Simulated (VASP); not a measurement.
# Cr in VASP: further runs

Runs on Cr. Level: PBE. Tasks: single point.

All numbers are computed with VASP 6.6.1; they aren't measurements. Logs are shortened: lines on timing, memory, paths and dates and some standing lists are left out, and cuts for length are marked.

**1. The cell of the first run**

The typed cell holds 2 atoms: a = 2.651 Å, b = 2.651 Å, c = 4.079 Å, α = 97.17°, β = 97.17°, γ = 128.02°.

**2. Single point, PBE, collinear spin, ferromagnetic start (10.83 Å³/atom)**

INCAR reads:

```
SYSTEM = Cr
ALGO = Normal
EDIFF = 1E-6
ENCUT = 500
GGA = PE
GGA_COMPAT = .FALSE.
ISIF = 2
ISMEAR = -1
ISPIN = 2
LASPH = .TRUE.
LCHARG = .FALSE.
LMAXMIX = 4
LORBIT = 11
LREAL = .FALSE.
LWAVE = .FALSE.
MAGMOM = 1.5 1.5
NBANDS = 23
NELM = 200
PREC = Accurate
SIGMA = 0.05
```

KPOINTS reads:

```
k-points
0
G
  17 17 9
  0 0 0
```

POSCAR reads:

```
Cr
1.0
   -1.6851014742      1.6850092678      1.1618319655
    1.6850092678     -1.6851014742      1.1618319655
    2.7650489348      2.7650489348     -1.1620008418
Cr
2
Direct
    0.9999703313      0.0000296687      0.0000000000
    0.7500296687      0.2499703313      0.5000000000
```

Potentials or basis: VASP PAW PBE potentials, release 64 (Cr_pv).

Run with:

```bash
$ cat potpaw_PBE.64/Cr_pv/POTCAR > POTCAR
$ mpirun -np 1 vasp_std > vasp.out
```

OUTCAR:

```text
SYSTEM = Cr
   EDIFF = 1E-6
   ENCUT = 500
   GGA = PE
   ISIF = 2
   ISMEAR = -1
   ISPIN = 2
   LASPH = .TRUE.
   LORBIT = 11
   LREAL = .FALSE.
   NELM = 200
   PREC = Accurate

 ion  position               nearest neighbor table
   1  1.000  0.000  0.000-   2 2.36   2 2.36   2 2.36   2 2.36   2 2.88   2 2.88   2 2.88   2 2.88

   2  0.750  0.250  0.500-   1 2.36   1 2.36   1 2.36   1 2.36   1 2.88   1 2.88   1 2.88   1 2.88

  Warning from LATTYP: Got some problem with cell dimensions!
  Tried to take original basis but could not verify dimensions!
  LATTYP: Found a base centered monoclinic cell.
 ALAT       =     2.3236639347
 B/A-ratio  =     2.0510953615
 C/A-ratio  =     1.7554802121
 COS(beta)  =    -0.2847271552

  Lattice vectors:

 A1 = (   1.6851014742,  -1.6850092678,  -1.1618319655)
 A2 = (  -1.6850092678,   1.6851014742,  -1.1618319655)
 A3 = (   2.7649567284,   2.7649567284,   1.1616630892)

Analysis of symmetry for initial positions (statically):
=====================================================================
 Subroutine PRICEL returns:
 Original cell was already a primitive cell.

 Routine SETGRP: Setting up the symmetry group for a
 base centered monoclinic supercell.

 Subroutine GETGRP returns: Found  4 space group operations
 (whereof  2 operations were pure point group operations)
 out of a pool of  4 trial point group operations.

The static configuration has the point symmetry C_2 .
 The point group associated with its full space group is C_2h.

Analysis of symmetry for dynamics (positions and initial velocities):
=====================================================================
 Subroutine PRICEL returns:
 Original cell was already a primitive cell.

 Routine SETGRP: Setting up the symmetry group for a
 base centered monoclinic supercell.

 Subroutine GETGRP returns: Found  4 space group operations
 (whereof  2 operations were pure point group operations)
 out of a pool of  4 trial point group operations.

The dynamic configuration has the point symmetry C_2 .
 The point group associated with its full space group is C_2h.

Analysis of structural, dynamic, and magnetic symmetry:
=====================================================================
 Subroutine PRICEL returns:
 Original cell was already a primitive cell.

 Routine SETGRP: Setting up the symmetry group for a
 base centered monoclinic supercell.

 Subroutine GETGRP returns: Found  4 space group operations
 (whereof  2 operations were pure point group operations)
 out of a pool of  4 trial point group operations.

The overall configuration has the point symmetry C_2 .
 The point group associated with its full space group is C_2h.

 Subroutine INISYM returns: Found  4 space group operations
 (whereof  2 operations are pure point group operations),
 and found     1 'primitive' translations

----------------------------------------------------------------------------------------

                                     Primitive cell

  volume of cell :      21.6528

  direct lattice vectors                    reciprocal lattice vectors
    -1.685101474  1.685009268  1.161831966    -0.057934114  0.238792040  0.430362008
     1.685009268 -1.685101474  1.161831966     0.238792040 -0.057934114  0.430362008
     2.765048935  2.765048935 -1.162000842     0.180831642  0.180831642  0.000014351

  length of vectors
     2.651165164  2.651165164  4.079367252     0.495569832  0.495569832  0.255734561

  position of ions in fractional coordinates (direct lattice)
     0.999970331  0.000029669  0.000000000
     0.750029669  0.249970331  0.500000000

  ion indices of the primitive-cell ions
   primitive index   ion index
                 1           1
                 2           2

----------------------------------------------------------------------------------------

 KPOINTS: k-points

Automatic generation of k-mesh.
 Grid dimensions read from file:
 generate k-points for:   17   17    9

 Generating k-lattice:

  Cartesian coordinates                     Fractional coordinates (reciprocal lattice)
    -0.003407889  0.014046591  0.025315412     0.058823529  0.000000000 -0.000000000
     0.014046591 -0.003407889  0.025315412     0.000000000  0.058823529 -0.000000000
     0.020092405  0.020092405  0.000001595     0.000000000  0.000000000  0.111111111

  Length of vectors
     0.029151167  0.029151167  0.028414951

  Shift w.r.t. Gamma in fractional coordinates (k-lattice)
     0.000000000  0.000000000  0.000000000

 Subroutine IBZKPT returns following result:
 ===========================================

 Found    693 irreducible k-points:

 Following reciprocal coordinates:
            Coordinates               Weight
  0.000000  0.000000  0.000000      1.000000
  0.058824 -0.000000  0.000000      4.000000
  0.117647 -0.000000  0.000000      4.000000
  0.176471  0.000000 -0.000000      4.000000
  0.235294 -0.000000  0.000000      4.000000
  0.294118  0.000000  0.000000      4.000000
[... 16 lines left out ...]
 -0.176471  0.058824 -0.000000      4.000000
 -0.117647  0.058824 -0.000000      4.000000
 [... further k-points ...]
   k-points           NKPTS =    693   k-points in BZ     NKDIM =    693   number of bands    NBANDS=     23
   number of dos      NEDOS =    301   number of ions     NIONS =      2
   total plane-waves  NPLWV =  12000
   dimension x,y,z NGX =    20 NGY =   20 NGZ =   30
   dimension x,y,z NGXF=    40 NGYF=   40 NGZF=   60
   ions per type =               2
   NGX,Y,Z   is equivalent  to a cutoff of  12.54, 12.54, 12.23 a.u.
   NGXF,Y,Z  is equivalent  to a cutoff of  25.08, 25.08, 24.45 a.u.
 SYSTEM =  Cr
   PREC   = accura    normal or accurate (medium, high low for compatibility)
   ISTART =      0    job   : 0-new  1-cont  2-samecut
   ICHARG =      2    charge: 1-file 2-atom 10-const
   ISPIN  =      2    spin polarized calculation?
   LNONCOLLINEAR =      F non collinear calculations
   LSORBIT =      F    spin-orbit coupling
   LASPH  =      T    aspherical Exc in radial PAW
   ENCUT  =  500.0 eV  36.75 Ry    6.06 a.u.   4.83  4.83  7.44*2*pi/ulx,y,z
   NELM   =    200;   NELMIN=  2; NELMDL= -5     # of ELM steps
   EDIFF  = 0.1E-05   stopping-criterion for ELM
   LREAL  =      F    real-space projection
   EDIFFG = 0.1E-04   stopping-criterion for IOM
   NSW    =      0    number of steps for IOM
   IBRION =     -1    ionic relax: 0-MD 1-quasi-New 2-CG
   NFREE  =      0    steps in history (QN), initial steepest desc. (CG)
   ISIF   =      2    stress and relaxation
   ISYM   =      2    0-nonsym 1-usesym 2-fastsym
   POTIM  = 0.5000    time-step for ionic-motion
   TEBEG  =    0.0;   TEEND  =   0.0 temperature during run
   PSTRESS=    0.0 pullay stress
   NELECT =      24.0000    total number of electrons
   NUPDOWN=      -1.0000    fix difference up-down
   EMIN   =  10.00;   EMAX   =-10.00  energy-range for DOS
   EFERMI =   0.00;   METHOD = LEGACY
   ISMEAR =    -1;   SIGMA  =   0.05  broadening in eV -4-tet -1-fermi 0-gaus
   EFERMI_NEDOS =   21; number of points for ismear=-14 and -15
   IALGO  =     38    algorithm
   IMIX   =      4    mixing-type and parameters
     AMIX     =   0.40;   BMIX     =  1.00
     AMIX_MAG =   1.60;   BMIX_MAG =  1.00
  volume/ion in A,a.u.               =      10.83        73.06
  Fermi-wavevector in a.u.,A,eV,Ry     =   1.694237  3.201644 39.054705  2.870440
  Thomas-Fermi vector in A             =   2.775499
   LORBIT       =     11    0 simple, 1 ext, 2 COOP (PROOUT), +10 PAW based schemes
   GGA     = PE    functional components
   LHFCALC =     F    Hartree Fock is set to
   AEXX    =    0.0000 exact exchange contribution
   IVDW    =     0    specifies the selected vdW correction
   LEPSILON=     F    determine dielectric tensor
   LRPA    =     F    only Hartree local field effects (RPA)
 spin polarized calculation
  energy-cutoff  :      500.00
  volume of cell :       21.65
 maximum number of plane-waves:       565
   NGX =  9   NGY =  9   NGZ = 15

 number of electron      23.9999991 magnetization       0.0000577

 number of electron      23.9999991 magnetization      -0.0000532

 Free energy of the ion-electron system (eV)
  ---------------------------------------------------
  ext. energy  EPLUGINS =         0.00000000
  ---------------------------------------------------
  free energy    TOTEN  =       -18.52392656 eV

  energy without entropy =      -18.51100794  energy(sigma->0) =      -18.51746725

 E-fermi :  11.7732     XC(G=0): -14.0314

 val. band max:       11.7722882026   @ k =   0.4118   0.1765   0.3333
 cond. band min:      11.7766614750   @ k =  -0.4118   0.4118   0.4444
 fundamental gap:      0.0043732724
 Fermi energy:        11.7731806122

 spin component 1

 k-point     1 :       0.0000    0.0000    0.0000
  band No.  band energies     occupation
      1     -31.8084      1.00000
      2     -31.0490      1.00000
      3     -30.7196      1.00000
      4     -30.5936      1.00000
      5     -30.5878      1.00000
      6     -30.5139      1.00000
[... 15 lines left out ...]
     22      28.7892      0.00000
     23      33.6020      0.00000
[... 575 lines left out ...]
      1     -31.7702      1.00000
      2     -31.0813      1.00000
      3     -30.7717      1.00000
      4     -30.6467      1.00000
      5     -30.6279      1.00000
      6     -30.5213      1.00000
[... 15 lines left out ...]
     22      28.1033      0.00000
     23      33.1965      0.00000

 [... further k-points ...]

 spin component 2

 k-point     1 :       0.0000    0.0000    0.0000
  band No.  band energies     occupation
      1     -31.8084      1.00000
      2     -31.0490      1.00000
      3     -30.7196      1.00000
      4     -30.5936      1.00000
      5     -30.5878      1.00000
      6     -30.5139      1.00000
[... 15 lines left out ...]
     22      28.7892      0.00000
     23      33.6020      0.00000
[... 575 lines left out ...]
      1     -31.7703      1.00000
      2     -31.0813      1.00000
      3     -30.7717      1.00000
      4     -30.6467      1.00000
      5     -30.6279      1.00000
      6     -30.5213      1.00000
[... 15 lines left out ...]
     22      28.1032      0.00000
     23      33.1965      0.00000

 [... further k-points ...]

------------------------ aborting loop because EDIFF is reached ----------------------------------------

  FORCE on cell =-STRESS in cart. coord.  units (eV):
  Direction    XX          YY          ZZ          XY          YZ          ZX
  --------------------------------------------------------------------------------------
  -------------------------------------------------------------------------------------
  Total        3.1859207      3.1859207      3.1768764      0.0669474     -0.0001678     -0.0001679
  in kB      235.7395649    235.7395649    235.0703358      4.9537200     -0.0124197     -0.0124232
  external PRESSURE =     235.5164886 kB  Pullay stress =       0.0000000 kB

 VOLUME and BASIS-vectors are now :
 -----------------------------------------------------------------------------
  energy-cutoff  :      500.00
  volume of cell :       21.65
      direct lattice vectors                 reciprocal lattice vectors
    -1.685101474  1.685009268  1.161831966    -0.057934114  0.238792040  0.430362008
     1.685009268 -1.685101474  1.161831966     0.238792040 -0.057934114  0.430362008
     2.765048935  2.765048935 -1.162000842     0.180831642  0.180831642  0.000014351

 POSITION                                       TOTAL-FORCE (eV/Angst)
 -----------------------------------------------------------------------------------
     -1.68500      1.68491      1.16183         0.000650     -0.000650      0.000000
      0.53985      2.22511      0.58083        -0.000650      0.000650     -0.000000
 -----------------------------------------------------------------------------------
    total drift:                                0.000000      0.000000     -0.000000

  FREE ENERGIE OF THE ION-ELECTRON SYSTEM (eV)
  ---------------------------------------------------
  free  energy   TOTEN  =       -18.5239265603 eV

  energy  without entropy=      -18.5110079435  energy(sigma->0) =      -18.51746725

 total charge

# of ion       s       p       d       tot
------------------------------------------
    1        0.470   6.438   4.340  11.248
    2        0.470   6.438   4.340  11.248
--------------------------------------------------
tot          0.940  12.877   8.680  22.497

 magnetization (x)

# of ion       s       p       d       tot
------------------------------------------
    1       -0.000  -0.000  -0.000  -0.000
    2       -0.000  -0.000  -0.000  -0.000
--------------------------------------------------
tot         -0.000  -0.000  -0.000  -0.000
```

It took 8.1 min on 1 thread of Intel Xeon Platinum 8259CL at 2.50GHz (Skylake/Cascade Lake), shared host; peak memory 0.5 GiB.

What came out:

| Quantity | Value |
| --- | --- |
| Free energy | -18.5239 eV |
| Pressure | 23.6 GPa |
| Band gap on the k mesh | zero (filled and empty bands overlap) |
| Net moment | 0.00 μB per cell |
| Valence electrons inside the program's atomic spheres | Cr 11.25 |

Caveat: the cell stands under pressure; an empty level that is flat over the whole mesh can mark a ghost state of the potentials, or a narrow d or f band; the moments typed at the start vanished in this run.

**3. Single point, PBE, collinear spin, ferromagnetic start**

This run uses another cell than the first one, of 11.77 Å³/atom.

INCAR reads:

```
SYSTEM = Cr
PREC     = Accurate       ! precision mode
ENCUT    = 500            ! plane-wave cutoff, eV
EDIFF    = 1E-6           ! SCF threshold, eV
ISMEAR   = -1             ! smearing method
SIGMA    = 0.05           ! smearing width, eV
LREAL    = .FALSE.        ! projectors in reciprocal space
LASPH    = .TRUE.         ! aspherical terms in the spheres
NELM     = 200            ! most SCF steps
ALGO     = Normal         ! electronic algorithm
ISIF     = 2              ! what is computed and relaxed
LWAVE    = .FALSE.        ! write WAVECAR
LCHARG   = .FALSE.        ! write CHGCAR
ISPIN    = 2              ! spin polarisation
MAGMOM   = 1.5 1.5        ! initial moments
LORBIT   = 11             ! projections on sites
LMAXMIX  = 4              ! l up to which the mixer works
GGA      = PE             ! functional
ISYM     = 0            
NBANDS   = 23             ! bands
GGA_COMPAT= .FALSE.      
KPAR     = 4
```

KPOINTS reads:

```
Automatic mesh
0
G
  14 14 10
  0 0 0
```

POSCAR reads:

```
Cr
1.0
   -1.7325939069      1.7324991017      1.1945767154
    1.7324991017     -1.7325939069      1.1945767154
    2.8429783072      2.8429783072     -1.1947503513
Cr
2
Direct
    0.9999703313      0.0000296687      0.0000000000
    0.7500296687      0.2499703313      0.5000000000
```

Potentials or basis: VASP PAW PBE potentials, release 64 (Cr_pv).

Run with:

```bash
$ cat potpaw_PBE.64/Cr_pv/POTCAR > POTCAR
$ mpirun -np 4 vasp_std > vasp.out
```

Run time: 3 min. Hardware: 4 MPI ranks of Intel Xeon Platinum 8259CL at 2.50GHz (Skylake/Cascade Lake), shared host; peak memory 0.7 GiB.

The run converged. Its results:

- Free energy: -18.6539 eV
- Pressure: -0.6 GPa
- Band gap on the k mesh: zero (filled and empty bands overlap)
- Net moment: 0.00 μB per cell
- Valence electrons inside the program's atomic spheres: Cr 11.05

Stress tensor (GPa, compression positive):
```
-0.57 -0.11  0.00
-0.11 -0.57  0.00
 0.00  0.00 -0.67
```

Levels at points of the mesh, in eV from the Fermi level:
Spin up:
```csv
k point,band 8,band 9,band 10,band 11,band 12,band 13,band 14,band 15,band 16,band 17
"(0.00, 0.00, 0.00)",-4.07,-1.70,-1.50,-0.74,0.44,0.75,0.76,1.44,1.54,1.58
"(0.50, 0.00, 0.00)",-3.78,-3.08,-1.24,-0.58,0.02,1.34,1.69,1.98,2.41,4.06
"(0.00, 0.50, 0.00)",-3.78,-3.08,-1.24,-0.58,0.02,1.34,1.69,1.98,2.41,4.06
"(0.50, 0.50, 0.00)",-3.42,-2.04,-2.03,-1.93,-1.93,1.72,1.72,2.23,2.23,3.99
"(0.00, 0.00, 0.50)",-5.30,-1.53,-1.53,-0.99,-0.99,0.29,0.29,1.08,1.08,2.13
"(0.50, 0.00, 0.50)",-3.78,-3.08,-1.24,-0.58,0.02,1.34,1.70,1.98,2.41,4.06
"(0.00, 0.50, 0.50)",-3.78,-3.08,-1.24,-0.58,0.02,1.34,1.70,1.98,2.41,4.06
"(0.50, 0.50, 0.50)",-4.11,-2.40,-2.40,0.67,0.67,1.33,1.33,2.20,2.20,2.53
```
Spin down:
| k point | band 9 | band 10 | band 11 | band 12 | band 13 | band 14 | band 15 | band 16 |
| --- | --- | --- | --- | --- | --- | --- | --- | --- |
| (0.00, 0.00, 0.00) | -1.70 | -1.50 | -0.74 | 0.44 | 0.75 | 0.76 | 1.44 | 1.54 |
| (0.50, 0.00, 0.00) | -3.08 | -1.24 | -0.58 | 0.02 | 1.34 | 1.69 | 1.98 | 2.41 |
| (0.00, 0.50, 0.00) | -3.08 | -1.24 | -0.58 | 0.02 | 1.34 | 1.69 | 1.98 | 2.41 |
| (0.50, 0.50, 0.00) | -2.04 | -2.03 | -1.93 | -1.93 | 1.72 | 1.72 | 2.23 | 2.23 |
| (0.00, 0.00, 0.50) | -1.53 | -1.53 | -0.99 | -0.99 | 0.29 | 0.29 | 1.08 | 1.08 |
| (0.50, 0.00, 0.50) | -3.08 | -1.24 | -0.58 | 0.02 | 1.34 | 1.70 | 1.98 | 2.41 |
| (0.00, 0.50, 0.50) | -3.08 | -1.24 | -0.58 | 0.02 | 1.34 | 1.70 | 1.98 | 2.41 |
| (0.50, 0.50, 0.50) | -2.40 | -2.40 | 0.67 | 0.67 | 1.33 | 1.33 | 2.20 | 2.20 |

Caveat: an empty level that is flat over the whole mesh can mark a ghost state of the potentials, or a narrow d or f band; the moments typed at the start vanished in this run.

**4. Single point, PBE, collinear spin, ferromagnetic start (10.36 Å³/atom)**

This run uses another cell than the first one, of 10.36 Å³/atom.

INCAR reads:

```
SYSTEM = Cr
PREC     = Accurate       ! precision mode
ENCUT    = 500            ! plane-wave cutoff, eV
EDIFF    = 1E-6           ! SCF threshold, eV
ISMEAR   = -1             ! smearing method
SIGMA    = 0.05           ! smearing width, eV
LREAL    = .False.        ! projectors in reciprocal space
LASPH    = .True.         ! aspherical terms in the spheres
NELM     = 200            ! most SCF steps
ALGO     = Normal         ! electronic algorithm
ISIF     = 2              ! what is computed and relaxed
LWAVE    = .False.        ! write WAVECAR
LCHARG   = .True.         ! write CHGCAR
ISPIN    = 2              ! spin polarisation
MAGMOM   = 1.5 1.5        ! initial moments
LORBIT   = 11             ! projections on sites
LMAXMIX  = 4              ! l up to which the mixer works
GGA      = PE             ! functional
LELF     = .True.         ! ELF
LVHAR    = .True.       
NBANDS   = 23             ! bands
GGA_COMPAT= .False.
```

KPOINTS reads:

```
regular mesh
0
Gamma
  17 17 9
  0 0 0
```

POSCAR reads:

```
Cr
1.0
   -1.6603169700      1.6602261197      1.1447437190
    1.6602261197     -1.6603169700      1.1447437190
    2.7243805429      2.7243805429     -1.1449101115
Cr
2
Direct
    0.9999703313      0.0000296687      0.0000000000
    0.7500296687      0.2499703313      0.5000000000
```

Run with:

```bash
$ cat potpaw_PBE.64/Cr_pv/POTCAR > POTCAR
$ mpirun -np 1 vasp_std > vasp.out
```

Wall time 7.5 min (1 thread of Oxide Virtual Turin-like, shared host); peak memory 0.45 GiB.

It converged, with:

| Quantity | Value |
| --- | --- |
| Free energy | -18.3372 eV |
| Pressure | 40.1 GPa |
| Band gap on the k mesh | zero (filled and empty bands overlap) |
| Net moment | 0.00 μB per cell |
| Valence electrons inside the program's atomic spheres | Cr 11.36 |

Stress tensor (GPa, compression positive):
```
40.17  0.87  0.01
 0.87 40.17  0.01
 0.01  0.01 39.88
```

Levels at points of the mesh, in eV from the Fermi level:
Spin up:
| k point | band 8 | band 9 | band 10 | band 11 | band 12 | band 13 | band 14 | band 15 | band 16 | band 17 |
| --- | --- | --- | --- | --- | --- | --- | --- | --- | --- | --- |
| (0.00, 0.00, 0.00) | -4.75 | -2.03 | -1.81 | -0.93 | 0.46 | 0.82 | 0.84 | 1.78 | 1.82 | 1.84 |
Spin down:
```
           k point  band 9  band 10  band 11  band 12  band 13  band 14  band 15  band 16
(0.00, 0.00, 0.00)   -2.03    -1.81    -0.93     0.46     0.82     0.84     1.78     1.82
```

Caveat: the cell stands under pressure; an empty level that is flat over the whole mesh can mark a ghost state of the potentials, or a narrow d or f band; the moments typed at the start vanished in this run.
